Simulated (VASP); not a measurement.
# CoSi: single point with r2SCAN

Crystal: CoSi.

```
Co Si
1.0
     4.32371    0.00000    0.00000
     0.00000    4.32371    0.00000
     0.00000    0.00000    4.32371
Co Si
4 4
Direct
  0.14684 0.14684 0.14684
  0.35316 0.85316 0.64684
  0.64684 0.35316 0.85316
  0.85316 0.64684 0.35316
  0.84407 0.84407 0.84407
  0.65593 0.15593 0.34407
  0.34407 0.65593 0.15593
  0.15593 0.34407 0.65593
```

This cell differs from its parent crystal: volume scaled by 0.960.

- Program: VASP 6.6.1
- Task: single point
- Functional: r2SCAN
- Potentials or basis: VASP PAW PBE potentials, release 64 (Co, Si)
- Cutoff: 520 eV
- k mesh: 8 × 8 × 8
- Occupations: gaussian, width 0.05 eV
- Spin: no spin polarisation
- Dipole correction: no
- Further INCAR settings: ALGO = Normal; EDIFF = 1e-06; NBANDS = 36

The pressure is 11.2 GPa. The largest force is 0.007 eV/Å and the band gap on the k mesh is zero (band 26 reaches 13.18 eV, above the bottom of band 27 at 12.96 eV).

Forces in eV/Å, atoms in the order of the input:
```
Co   0.001  0.001  0.001
Co  -0.001 -0.001  0.001
Co   0.001 -0.001 -0.001
Co  -0.001  0.001 -0.001
Si   0.004  0.004  0.004
Si  -0.004 -0.004  0.004
Si   0.004 -0.004 -0.004
Si  -0.004  0.004 -0.004
```

Levels at points of the mesh, in eV from the Fermi level:
```csv
k point,band 23,band 24,band 25,band 26,band 27,band 28,band 29,band 30
"(0.00, 0.00, 0.00)",-0.93,-0.93,-0.01,-0.01,-0.01,3.06,3.06,3.06
"(0.50, 0.00, 0.00)",-0.76,-0.76,-0.55,-0.55,1.14,1.14,1.86,1.86
"(0.50, 0.50, 0.00)",-1.18,-1.18,-0.05,-0.05,0.73,0.73,2.46,2.46
"(0.50, 0.50, 0.50)",-1.44,-1.44,-0.22,-0.22,-0.22,-0.22,6.39,6.39
```

Run time: 8.6 min on 1 thread of AMD EPYC 7R43 64-Core Processor (Zen 3), with other jobs on the host, peak memory 0.21 GiB.

Caveat: the PAW data sets were made with another functional, which shifts forces and pressure a little. Spin polarisation is off, so any magnetic state and its effect on volume and gap are missing.
